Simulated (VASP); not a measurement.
Wanted: the native input for a VASP 6.6.1 run.

- Task: single point
- Functional: PBE
- Potentials or basis: VASP PAW PBE potentials, release 64 (Cd)
- Cutoff: 520 eV
- k mesh: 20 × 20 × 20
- Occupations: fermi-dirac, width 0.1 eV
- Spin: no spin polarisation
- Dipole correction: no
- Further INCAR settings: ALGO = Normal; EDIFF = 1e-06; NBANDS = 12

The structure of Cd lies in POSCAR:

```
Cd
1.0
   -1.3377840737      1.3377840737      1.3377840737
    1.3377840737     -1.3377840737      1.3377840737
    1.3377840737      1.3377840737     -1.3377840737
Cd
1
Direct
    0.0000000000      0.0000000000      0.0000000000
```

This isn't the form of Cd at room conditions, which is hcp.

The input as run:

INCAR

```
SYSTEM = Cd
PREC     = Accurate       ! precision mode
ENCUT    = 520            ! plane-wave cutoff, eV
EDIFF    = 1E-6           ! SCF threshold, eV
ISMEAR   = -1             ! smearing method
SIGMA    = 0.1            ! smearing width, eV
LREAL    = .FALSE.        ! projectors in reciprocal space
LASPH    = .TRUE.         ! aspherical terms in the spheres
NELM     = 60             ! most SCF steps
ALGO     = Normal         ! electronic algorithm
ISIF     = 2              ! what is computed and relaxed
LWAVE    = .FALSE.        ! write WAVECAR
LCHARG   = .TRUE.         ! write CHGCAR
GGA      = PE             ! functional
LELF     = .TRUE.         ! ELF
LVHAR    = .TRUE.       
NBANDS   = 12             ! bands
```

KPOINTS

```
regular mesh
0
G
  20 20 20
  0 0 0
```

Potentials or basis: VASP PAW PBE potentials, release 64 (Cd).

Run with:

```console
$ cat potpaw_PBE.64/Cd/POTCAR > POTCAR
$ mpirun -np 1 vasp_std > vasp.out
```

Results of the run:

```json
{
 "Pressure": "441.3 GPa",
 "Band gap on the k mesh": "zero (bands 6 and 7 overlap by 2.55 eV)"
}
```

Caveat: the cell stands under pressure.

Run time: 14 s on 1 thread of AMD EPYC 9R45 96-Core Processor (Zen 5), on a shared host, peak memory 0.11 GiB.
